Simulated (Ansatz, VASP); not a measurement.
**Two plane-wave programs on TiB2**

Contents of INCAR:

```
PREC     = Accurate       # precision mode
ENCUT    = 520            # plane-wave cutoff, eV
EDIFF    = 1E-7           # SCF threshold, eV
ISMEAR   = -1             # smearing method
SIGMA    = 0.05           # smearing width, eV
LREAL    = F              # projectors in reciprocal space
LASPH    = T              # aspherical terms in the spheres
NELM     = 80             # most SCF steps
ALGO     = Normal         # electronic algorithm
ISIF     = 2              # what is computed and relaxed
LWAVE    = F              # write WAVECAR
LCHARG   = F              # write CHGCAR
GGA      = PS             # functional
NBANDS   = 16             # bands
```

File KPOINTS:

```
regular mesh
0
Gamma
  6 6 5
```

The input POSCAR:

```
TiB2
1.0
    3.0292000000      0.0000000000      0.0000000000
   -1.5146000000      2.6233641531      0.0000000000
    0.0000000000      0.0000000000      3.2284000000
Ti B
1 2
Direct
    0.0000000000      0.0000000000      0.0000000000
    0.6666666667      0.3333333333      0.5000000000
    0.3333333333      0.6666666667      0.5000000000
```

Contents of input.yaml:

```yaml
crystal:
  lattice:
    - [3.0292, 0.0, 0.0]
    - [-1.5146, 2.6233641531, 0.0]
    - [0.0, 0.0, 3.2284]
  atoms:
    - { symbol: Ti, position: [0.0, 0.0, 0.0] }
    - { symbol: B, position: [0.6666666667, 0.3333333333, 0.5] }
    - { symbol: B, position: [0.3333333333, 0.6666666667, 0.5] }
hamiltonian:
  xc: pbesol
  pseudopotentials: { kind: paw }
kpoints:
  mp_grid: { grid: [6, 6, 5] }
scf:
  occupations: { method: fermi_dirac, width: 0.05 }
  n_extra_bands: 7
output:
  forces: true
  stress: true
  eigenvalues: true
  dos: { projected: true, de: 0.05, nscf_kmesh: { grid: [9, 9, 8] } }
```

Alike in both runs: functional PBEsol; k mesh 6 × 6 × 5; occupations fermi-dirac, width 0.05 eV; no spin polarisation.

```csv
,VASP,Ansatz
version,VASP 6.6.1,Ansatz 0.2.0
potentials or method,"VASP PAW PBE potentials, release 64 (Ti_sv, B)",Ansatz PAW
plane-wave cutoff (eV),520,420
valence electrons in the cell,18,18
task,single point,projected density of states
```

|  | VASP | Ansatz | Ansatz less VASP |
| --- | --- | --- | --- |
| gap on the k mesh at the Fermi level (eV) | none | none | - |
| pressure (GPa) | -4.6 | -4.9 | -0.33 |
| traceless stress, the component that is largest in VASP (GPa) | -3.53 | -3.45 | +0.078 |

VASP's potentials were made for PBE, not for PBEsol. A gap of «none» marks a metal or a gap that the smearing closes. With one functional, cell and mesh, what is left measures potentials, basis and numerics.

The k mesh is coarse, so the values compare programs but aren't converged.
